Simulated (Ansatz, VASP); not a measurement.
## FeNi3 in VASP and in Ansatz

The input INCAR:

```
SYSTEM = FeNi3
PREC = Accurate ; ENCUT = 520
EDIFF = 1E-6 ; ISMEAR = 0
SIGMA = 0.05 ; LREAL = .FALSE.
LASPH = .TRUE. ; NELM = 100
ALGO = Fast ; ISIF = 2
LWAVE = .FALSE. ; LCHARG = .FALSE.
GGA = PE ; NBANDS = 27
```

KPOINTS

```
Automatic mesh
0
G
  12 12 12
  0 0 0
```

File POSCAR:

```
FeNi3
1.0
    3.4501567495      0.0000000000      0.0000000000
    0.0000000000      3.4501567495      0.0000000000
    0.0000000000      0.0000000000      3.4501567495
Fe Ni
1 3
Direct
    0.0000000000      0.0000000000      0.0000000000
    0.0000000000      0.5000000000      0.5000000000
    0.5000000000      0.0000000000      0.5000000000
    0.5000000000      0.5000000000      0.0000000000
```

Input for Ansatz:

```yaml
crystal:
  lattice:
    - [3.4501567495, 0.0, 0.0]
    - [0.0, 3.4501567495, 0.0]
    - [0.0, 0.0, 3.4501567495]
  atoms:
    - { symbol: Fe, position: [0.0, 0.0, 0.0] }
    - { symbol: Ni, position: [0.0, 0.5, 0.5] }
    - { symbol: Ni, position: [0.5, 0.0, 0.5] }
    - { symbol: Ni, position: [0.5, 0.5, 0.0] }
basis:
  ecutwfc: 420
  ecutrho_ratio: 4
kpoints:
  mp_grid: { grid: [12, 12, 12] }
hamiltonian:
  xc: pbe
scf:
  occupations: { method: gaussian, width: 0.05 }
output:
  forces: true
  stress: true
  eigenvalues: true
```

Alike in both runs: task single point; functional PBE; k mesh 12 × 12 × 12; occupations gaussian, width 0.05 eV; no spin polarisation.

|  | VASP | Ansatz |
| --- | --- | --- |
| version | VASP 6.6.1 | Ansatz 0.2.0 |
| potentials or method | VASP PAW PBE potentials, release 64 (Fe, Ni), cutoff 520 eV | scalar-relativistic, plane waves, PAW |
| valence electrons in the cell | 38 | 70 |

VASP gave:

```
gap on the k mesh at the Fermi level (eV) : none
pressure (GPa)                            : 9.6
```

What did Ansatz give for the same quantities?

gap on the k mesh at the Fermi level (eV): none; pressure (GPa): 10.0.

A gap of «none» marks a metal or a gap that the smearing closes. VASP's potentials hold 38 valence electrons a cell and Ansatz's 70, so a difference there can come from the potentials and not from the codes.
